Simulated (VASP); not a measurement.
A run of VASP 6.6.1:

Contents of INCAR:

```
  ALGO = Normal
  EDIFF = 1E-7
  ENCUT = 520
  GGA = PS
  ISIF = 2
  ISMEAR = -1
  LASPH = T
  LCHARG = F
  LREAL = F
  LWAVE = F
  NBANDS = 17
  NELM = 80
  PREC = Accurate
  SIGMA = 0.05
```

File KPOINTS:

```
k-points
0
Gamma
  10 10 10
```

POSCAR

```
SnSe
1.0
    0.0000000000      2.6729761406      2.6729761406
    2.6729761406      0.0000000000      2.6729761406
    2.6729761406      2.6729761406      0.0000000000
Sn Se
1 1
Direct
    0.0000000000      0.0000000000      0.0000000000
    0.5000000000      0.5000000000      0.5000000000
```

Potentials or basis: VASP PAW PBE potentials, release 64 (Sn_d, Se).

Command:

```bash
$ cat potpaw_PBE.64/Sn_d/POTCAR potpaw_PBE.64/Se/POTCAR > POTCAR
$ mpirun -np 1 vasp_std > vasp.out
```

Hardware: 1 thread of AMD EPYC 7R13, on a shared host.

Problem. Estimate the wall time of this run.

Solution. Run time: 52 s on 1 thread of AMD EPYC 7R13, with other jobs on the host, peak memory 0.15 GiB. Counts: scf iterations 13, k points 47.
